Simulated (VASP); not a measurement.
# Ge (Cmmm) in VASP: notebook, part 2 of 3

VASP 6.6.1. Earlier steps stand in the parts before.

### Step 3. Single point, r2SCAN

This run uses another cell than the first one, of 18.04 Å³/atom.

Contents of POSCAR:

```
Ge
1.0
    1.3588524786     -2.5292366944      0.0000000000
    1.3588524786      2.5292366944      0.0000000000
    0.0000000000      0.0000000000      2.6242683486
Ge
1
Direct
    0.5000000000      0.5000000000      0.0000000000
```

Contents of INCAR.step1:

```
ALGO     = Normal         # electronic algorithm
EDIFF    = 1E-4           # SCF threshold, eV
ENCUT    = 520            # plane-wave cutoff, eV
GGA      = PE             # functional
ISMEAR   = 1              # smearing method
LASPH    = T              # aspherical terms in the spheres
LCHARG   = F              # write CHGCAR
LREAL    = F              # projectors in reciprocal space
LWAVE    = T              # write WAVECAR
NBANDS   = 13             # bands
NELM     = 100            # most SCF steps
PREC     = Accurate       # precision mode
SIGMA    = 0.1            # smearing width, eV
```

Contents of INCAR.step2:

```
ALGO     = Normal         # electronic algorithm
EDIFF    = 1E-6           # SCF threshold, eV
ENCUT    = 520            # plane-wave cutoff, eV
ISIF     = 2              # what is computed and relaxed
ISMEAR   = 1              # smearing method
ISTART   = 1            
LASPH    = T              # aspherical terms in the spheres
LCHARG   = F              # write CHGCAR
LMIXTAU  = T            
LREAL    = F              # projectors in reciprocal space
LWAVE    = F              # write WAVECAR
METAGGA  = R2SCAN         # meta-GGA
NBANDS   = 13             # bands
NELM     = 100            # most SCF steps
PREC     = Accurate       # precision mode
SIGMA    = 0.1            # smearing width, eV
```

Contents of KPOINTS:

```
k-points
0
Gamma
  12 12 11
```

Potentials or basis: VASP PAW PBE potentials, release 64 (Ge_d).

The run is started by

```sh
cat potpaw_PBE.64/Ge_d/POTCAR > POTCAR
cp INCAR.step1 INCAR
mpirun -np 1 vasp_std > vasp.out
cp INCAR.step2 INCAR
mpirun -np 1 vasp_std > vasp.out
```

OUTCAR:

```text
EDIFF = 1E-6
   ENCUT = 520
   ISIF = 2
   ISMEAR = 1
   ISTART = 1
   LASPH = T
   LREAL = F
   METAGGA = R2SCAN
   NELM = 100
   PREC = Accurate

 ion  position               nearest neighbor table
   1  0.500  0.500  0.000-

  LATTYP: Found a base centered orthorhombic cell.
 ALAT       =     2.7177049572
 B/A-ratio  =     1.8613033675
 C/A-ratio  =     0.9656192964

  Lattice vectors:

 A1 = (   1.3588524786,  -2.5292366944,   0.0000000000)
 A2 = (   1.3588524786,   2.5292366944,   0.0000000000)
 A3 = (   0.0000000000,   0.0000000000,   2.6242683486)

Analysis of symmetry for initial positions (statically):
=====================================================================
 Subroutine PRICEL returns:
 Original cell was already a primitive cell.

 Routine SETGRP: Setting up the symmetry group for a
 base centered orthorhombic supercell.

 Subroutine GETGRP returns: Found  8 space group operations
 (whereof  8 operations were pure point group operations)
 out of a pool of  8 trial point group operations.

The static configuration has the point symmetry D_2h.

Analysis of symmetry for dynamics (positions and initial velocities):
=====================================================================
 Subroutine PRICEL returns:
 Original cell was already a primitive cell.

 Routine SETGRP: Setting up the symmetry group for a
 base centered orthorhombic supercell.

 Subroutine GETGRP returns: Found  8 space group operations
 (whereof  8 operations were pure point group operations)
 out of a pool of  8 trial point group operations.

The dynamic configuration has the point symmetry D_2h.

 Subroutine INISYM returns: Found  8 space group operations
 (whereof  8 operations are pure point group operations),
 and found     1 'primitive' translations

----------------------------------------------------------------------------------------

                                     Primitive cell

  volume of cell :      18.0385

  direct lattice vectors                    reciprocal lattice vectors
     1.358852479 -2.529236694  0.000000000     0.367957529 -0.197688101  0.000000000
     1.358852479  2.529236694  0.000000000     0.367957529  0.197688101  0.000000000
     0.000000000  0.000000000  2.624268349     0.000000000  0.000000000  0.381058591

  length of vectors
     2.871152785  2.871152785  2.624268349     0.417700046  0.417700046  0.381058591

  position of ions in fractional coordinates (direct lattice)
     0.500000000  0.500000000  0.000000000

  ion indices of the primitive-cell ions
   primitive index   ion index
                 1           1

----------------------------------------------------------------------------------------

 KPOINTS: k-points

Automatic generation of k-mesh.
 Grid dimensions read from file:
 generate k-points for:   12   12   11

 Generating k-lattice:

  Cartesian coordinates                     Fractional coordinates (reciprocal lattice)
     0.030663127 -0.016474008  0.000000000     0.083333333 -0.000000000  0.000000000
     0.030663127  0.016474008  0.000000000    -0.000000000  0.083333333  0.000000000
     0.000000000  0.000000000  0.034641690     0.000000000  0.000000000  0.090909091

  Length of vectors
     0.034808337  0.034808337  0.034641690

  Shift w.r.t. Gamma in fractional coordinates (k-lattice)
     0.000000000  0.000000000  0.000000000

 Subroutine IBZKPT returns following result:
 ===========================================

 Found    258 irreducible k-points:

 Following reciprocal coordinates:
            Coordinates               Weight
  0.000000  0.000000  0.000000      1.000000
  0.083333  0.000000  0.000000      4.000000
  0.166667 -0.000000  0.000000      4.000000
  0.250000  0.000000  0.000000      4.000000
  0.333333  0.000000  0.000000      4.000000
  0.416667  0.000000  0.000000      4.000000
[... 16 lines left out ...]
  0.500000  0.166667  0.000000      4.000000
 -0.416667  0.166667  0.000000      4.000000
 [... further k-points ...]
   k-points           NKPTS =    258   k-points in BZ     NKDIM =    258   number of bands    NBANDS=     13
   number of dos      NEDOS =    301   number of ions     NIONS =      1
   total plane-waves  NPLWV =  11520
   dimension x,y,z NGX =    24 NGY =   24 NGZ =   20
   dimension x,y,z NGXF=    48 NGYF=   48 NGZF=   40
   ions per type =               1
   NGX,Y,Z   is equivalent  to a cutoff of  13.90, 13.90, 12.67 a.u.
   NGXF,Y,Z  is equivalent  to a cutoff of  27.79, 27.79, 25.34 a.u.
 SYSTEM =  unknown system
   PREC   = accura    normal or accurate (medium, high low for compatibility)
   ISTART =      1    job   : 0-new  1-cont  2-samecut
   ICHARG =      0    charge: 1-file 2-atom 10-const
   ISPIN  =      1    spin polarized calculation?
   LNONCOLLINEAR =      F non collinear calculations
   LSORBIT =      F    spin-orbit coupling
   LASPH  =      T    aspherical Exc in radial PAW
   ENCUT  =  520.0 eV  38.22 Ry    6.18 a.u.   5.34  5.34  4.88*2*pi/ulx,y,z
   NELM   =    100;   NELMIN=  2; NELMDL=  0     # of ELM steps
   EDIFF  = 0.1E-05   stopping-criterion for ELM
   LREAL  =      F    real-space projection
   EDIFFG = 0.1E-04   stopping-criterion for IOM
   NSW    =      0    number of steps for IOM
   IBRION =     -1    ionic relax: 0-MD 1-quasi-New 2-CG
   NFREE  =      0    steps in history (QN), initial steepest desc. (CG)
   ISIF   =      2    stress and relaxation
   ISYM   =      2    0-nonsym 1-usesym 2-fastsym
   POTIM  = 0.5000    time-step for ionic-motion
   TEBEG  =    0.0;   TEEND  =   0.0 temperature during run
   PSTRESS=    0.0 pullay stress
   NELECT =      14.0000    total number of electrons
   NUPDOWN=      -1.0000    fix difference up-down
   EMIN   =  10.00;   EMAX   =-10.00  energy-range for DOS
   EFERMI =   0.00;   METHOD = LEGACY
   ISMEAR =     1;   SIGMA  =   0.10  broadening in eV -4-tet -1-fermi 0-gaus
   EFERMI_NEDOS =   21; number of points for ismear=-14 and -15
   IALGO  =     38    algorithm
   IMIX   =      4    mixing-type and parameters
     AMIX     =   0.40;   BMIX     =  1.00
     AMIX_MAG =   1.60;   BMIX_MAG =  1.00
  volume/ion in A,a.u.               =      18.04       121.73
  Fermi-wavevector in a.u.,A,eV,Ry     =   1.504472  2.843040 30.795925  2.263437
  Thomas-Fermi vector in A             =   2.615447
   LORBIT       =      0    0 simple, 1 ext, 2 COOP (PROOUT), +10 PAW based schemes
   METAGGA = R2SCAN    functional components
   LHFCALC =     F    Hartree Fock is set to
   AEXX    =    0.0000 exact exchange contribution
   IVDW    =     0    specifies the selected vdW correction
   LEPSILON=     F    determine dielectric tensor
   LRPA    =     F    only Hartree local field effects (RPA)
 non-spin polarized calculation
 Methfessel and Paxton  Order N= 1 SIGMA  =   0.10
  energy-cutoff  :      520.00
  volume of cell :       18.04
 maximum number of plane-waves:       498
 NGX is ok and might be reduce to    24
   NGX = 11   NGY = 11   NGZ =  9

 number of electron      14.0000001 magnetization

 Free energy of the ion-electron system (eV)
  ---------------------------------------------------
  ext. energy  EPLUGINS =         0.00000000
  ---------------------------------------------------
  free energy    TOTEN  =       -13.47587840 eV

  energy without entropy =      -13.47595293  energy(sigma->0) =      -13.47590324

 E-fermi :   7.0825     XC(G=0): -12.5561

 val. band max:        7.0772589695   @ k =  -0.2500   0.2500   0.0000
 cond. band min:       7.0910946548   @ k =   0.4167   0.1667   0.0909
 fundamental gap:      0.0138356853
 Fermi energy:         7.0825472737

 k-point     1 :       0.0000    0.0000    0.0000
  band No.  band energies     occupation
      1     -18.5609      2.00000
      2     -18.4695      2.00000
      3     -18.4015      2.00000
      4     -18.2652      2.00000
      5     -18.2444      2.00000
      6      -7.2148      2.00000
      7      14.4804      0.00000
      8      15.1592      0.00000
      9      16.9015      0.00000
     10      17.9407      0.00000
     11      20.8323      0.00000
     12      23.4144      0.00000
     13      23.8334      0.00000
[... 353 lines left out ...]
 k-point    24 :      -0.4167    0.1667    0.0000
  band No.  band energies     occupation
      1     -18.4999      2.00000
      2     -18.4351      2.00000
      3     -18.3322      2.00000
      4     -18.3017      2.00000
      5     -18.2754      2.00000
      6      -3.8555      2.00000
      7       5.7283      2.00000
      8       7.6769     -0.00000
      9      17.5522      0.00000
     10      20.9168      0.00000
     11      22.6581      0.00000
     12      28.1019      0.00000
     13      28.8035      0.00000

 [... further k-points ...]
[... 5 lines left out ...]
  --------------------------------------------------------------------------------------
  -------------------------------------------------------------------------------------
  Total        0.5446375     -0.0946861      0.4863581      0.0000000      0.0000000      0.0000000
  in kB       48.3746802     -8.4100168     43.1983034      0.0000000      0.0000000      0.0000000
  external PRESSURE =      27.7209889 kB  Pullay stress =       0.0000000 kB

 VOLUME and BASIS-vectors are now :
 -----------------------------------------------------------------------------
  energy-cutoff  :      520.00
  volume of cell :       18.04
      direct lattice vectors                 reciprocal lattice vectors
     1.358852479 -2.529236694  0.000000000     0.367957529 -0.197688101  0.000000000
     1.358852479  2.529236694  0.000000000     0.367957529  0.197688101  0.000000000
     0.000000000  0.000000000  2.624268349     0.000000000  0.000000000  0.381058591

 POSITION                                       TOTAL-FORCE (eV/Angst)
 -----------------------------------------------------------------------------------
      1.35885      0.00000      0.00000        -0.000000     -0.000000      0.000000
 -----------------------------------------------------------------------------------
    total drift:                               -0.000000     -0.000000     -0.000000

  FREE ENERGIE OF THE ION-ELECTRON SYSTEM (eV)
  ---------------------------------------------------
  free  energy   TOTEN  =       -13.4758784000 eV

  energy  without entropy=      -13.4759529349  energy(sigma->0) =      -13.47590324
```

Wall time 2.9 min (1 thread of Intel Xeon 8259CL, shared host); peak memory 0.18 GiB.

Results:

```
Free energy            : -13.4759 eV
Pressure               : 2.8 GPa
Band gap on the k mesh : zero (bands 7 and 8 overlap by 11.17 eV)
```

Stress tensor (GPa, compression positive):
```
 4.84  0.00  0.00
 0.00 -0.84  0.00
 0.00  0.00  4.32
```

Caveat: the PAW data sets were made with another functional, which shifts forces and pressure a little.

(Continued in part 3 of 3.)
